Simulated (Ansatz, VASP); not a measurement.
# TiPt3: VASP beside Ansatz

```
Ti Pt
1.0
     3.95346    0.00000    0.00000
     0.00000    3.95346    0.00000
     0.00000    0.00000    3.95346
Ti Pt
1 3
Direct
  0.00000 0.00000 0.00000
  0.00000 0.50000 0.50000
  0.50000 0.00000 0.50000
  0.50000 0.50000 0.00000
```

Alike in both runs: task single point; functional r2SCAN; k mesh 9 × 9 × 9; occupations fermi-dirac, width 0.0493 eV; no spin polarisation.

```csv
,VASP,Ansatz
version,VASP 6.6.1,Ansatz 0.2.0
potentials or method,"VASP PAW PBE potentials, release 64 (Ti_sv, Pt), cutoff 520 eV",PAW plane waves
valence electrons in the cell,42,66
```

|  | VASP | Ansatz | Ansatz less VASP |
| --- | --- | --- | --- |
| pressure (GPa) | -5.4 | -6.0 | -0.62 |

VASP's potentials were made for PBE, not for r2SCAN. VASP's potentials hold 42 valence electrons a cell and Ansatz's 66, so a difference there can come from the potentials and not from the codes.

Spin-orbit coupling is off throughout.
